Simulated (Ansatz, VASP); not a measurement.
Co in VASP and in Ansatz

```
CELL_PARAMETERS angstrom
2.42664 0.00000 0.00000
-1.21332 2.10153 0.00000
0.00000 0.00000 7.86458
ATOMIC_POSITIONS crystal
Co 0.00000 0.00000 0.00000
Co 0.00000 0.00000 0.50000
Co 0.33333 0.66667 0.25000
Co 0.66667 0.33333 0.75000
```

Alike in both runs: task single point; functional LDA; k mesh 20 × 20 × 6; occupations fermi-dirac, width 0.05 eV; collinear spin.

|  | VASP | Ansatz |
| --- | --- | --- |
| version | VASP 6.6.1 | Ansatz 0.2.0 |
| potentials or method | VASP PAW LDA potentials, release 64 (Co), cutoff 520 eV | plane waves (420 eV) with PAW, scalar-relativistic |
| valence electrons in the cell | 36 | 68 |

Ansatz gave:

```
net moment per atom (μB)                                      : 1.55
size of the moment on the site where the two differ most (μB) : 1.60
```

Q: Which values does VASP return?

A: net moment per atom (μB): 1.52; size of the moment on the site where the two differ most (μB): 1.52.

Ansatz warns that its potentials were made for another functional, while VASP's fit it. LDA's correlation is that of Perdew and Zunger in VASP and of Perdew and Wang (1992) in Ansatz. Site moments also hang on the region over which each program counts them. VASP's potentials hold 36 valence electrons a cell and Ansatz's 68, so a difference there can come from the potentials and not from the codes.
